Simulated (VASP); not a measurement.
Runs of VASP 6.6.1 on HfO2. It takes space group Fm-3m (No. 225, cubic). The conventional cell has a = 5.058 Å, b = 5.058 Å, c = 5.058 Å, α = 90.00°, β = 90.00°, γ = 90.00°. Within 2.9 Å of Hf (site symmetry m-3m) lie 8 O at 2.19 Å. Within 2.9 Å of O (site symmetry -43m) lie 4 Hf at 2.19 Å and 6 O at 2.53 Å. 

| task | level | potentials or basis | k mesh | cutoff (eV) | smearing | grid for exact exchange (PRECFOCK) | share of exact exchange | GW scheme | GW iterations | cutoff of the response function | gap on the mesh (eV) | pressure (GPa) |
| --- | --- | --- | --- | --- | --- | --- | --- | --- | --- | --- | --- | --- |
| single point | PBE-based global hybrid | VASP PAW PBE potentials, release 64 (Hf_pv, O) | 4 × 4 × 4 | 520 | gaussian 0.01 eV | Normal | 1 | - | - | - | (b) | -25.1 |
| single point | PBE-based screened hybrid | VASP PAW PBE potentials, release 64 (Hf_pv, O) | 4 × 4 × 4 | 520 | gaussian 0.01 eV | Normal | 0.35 | - | - | - | 6.01 | (c) |
| single point | LDA | VASP PAW LDA potentials, release 64 (Hf_pv, O) | 4 × 4 × 4 | 600 | gaussian 0.01 eV | - | - | - | - | - | 3.61 | -12.3 |
| single point | PBE | VASP PAW PBE potentials, release 64 (Hf_pv, O) | 5 × 5 × 5 | 600 | gaussian 0.01 eV | - | - | - | - | - | 4.10 | 1.9 |
| single point | PBE-based global hybrid | VASP PAW PBE potentials, release 64 (Hf_pv, O) | 4 × 4 × 4 | 520 | gaussian 0.01 eV | Normal | 0.15 | - | - | - | 5.20 | -2.4 |
| single point | PBE | VASP PAW PBE potentials, release 64 (Hf_pv, O) | 6 × 6 × 6 | 600 | fermi-dirac 0.001 eV | - | - | - | - | - | 3.82 | 1.9 |
| single point | PBE | VASP PAW PBE potentials, release 64 (Hf_pv, O) | 6 × 6 × 6 | 600 | methfessel-paxton 0.5 eV | - | - | - | - | - | 3.83 | 1.8 |
| single point | PBE | VASP PAW PBE potentials, release 64 (Hf_pv, O) | 6 × 6 × 6 | 600 | gaussian 0.2 eV | - | - | - | - | - | 3.82 | 1.9 |
| single point | PBE | VASP PAW PBE potentials, release 64 (Hf_pv, O) | 4 × 4 × 4 | 600 | gaussian 0.01 eV | - | - | - | - | - | 3.82 | 1.9 |
| single point | PBE | VASP PAW PBE potentials, release 64 (Hf_pv, O) | 6 × 6 × 6 | 600 | methfessel-paxton 0.05 eV | - | - | - | - | - | 3.82 | 1.9 |
| single point | PBE | VASP PAW PBE potentials, release 64 (Hf_pv, O) | 3 × 3 × 3 | 600 | gaussian 0.01 eV | - | - | - | - | - | (a) | 1.9 |

Alike in all rows: no spin polarisation; cell a = 3.577 Å, angles 60.0°, 3 atoms.

Task: Fill in the values left out.

Result: (a) 4.50; (b) 13.63; (c) -8.1.

Caveats: some runs use coarse meshes; spin-orbit coupling is left out, which moves the levels of the heavy elements; the PAW data sets were made with another functional, which shifts forces and pressure a little (some runs).

A k mesh can miss the band edges, and the runs leave out spin-orbit coupling on Hf.
